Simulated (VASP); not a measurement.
Crystal: KRu.

```
CELL_PARAMETERS angstrom
-2.33688 2.33688 2.55101
2.33688 -2.33688 2.55101
2.33688 2.33688 -2.55101
ATOMIC_POSITIONS crystal
K 0.50000 0.50000 0.00000
Ru 0.00000 0.00000 0.00000
```

The cell was built from a structure type or drawn by symmetry, and may not be a known phase.

* Program: VASP 6.6.1
* Task: relaxation of cell and atoms
* Functional: PBE
* Potentials or basis: VASP PAW PBE potentials, release 64 (K_sv, Ru_pv)
* Cutoff: 600 eV
* k mesh: 6 × 6 × 6
* Occupations: gaussian, width 0.1 eV
* Spin: no spin polarisation

At the start: pressure 1.6 GPa; volume 27.86 Å³/atom.

Q: How do energy, volume and symmetry change on relaxing?

A: Over 9 steps the energy falls by 179.7 meV/atom and the volume is 28.95 Å³/atom (+3.9 %); space group I4/mmm (No. 139, to 0.1 Å) before, Fm-3m (No. 225, to 0.1 Å).

Step by step:
```tsv
step	energy change (eV)	largest force (eV/Å)	pressure (GPa)	volume (Å³)
1	0.0000	0.0000	1.64	55.72
2	-0.1838	0.0000	0.57	57.92
3	-0.3241	0.0000	-1.20	63.35
4	-0.3454	0.0000	-0.98	62.04
5	-0.3454	0.0000	-0.93	61.86
6	-0.3564	0.0000	-0.60	59.77
7	-0.3580	0.0000	0.13	57.42
8	-0.3589	0.0000	-0.12	58.22
9	-0.3594	0.0000	-0.01	57.89
```

Final structure:
```yaml
crystal:
  lattice:
    - [-2.16984, 2.16984, 3.07413]
    - [2.16984, -2.16984, 3.07413]
    - [2.16984, 2.16984, -3.07413]
  atoms:
    - { symbol: K, position: [0.50000, 0.50000, 0.00000] }
    - { symbol: Ru, position: [0.00000, 0.00000, 0.00000] }
```
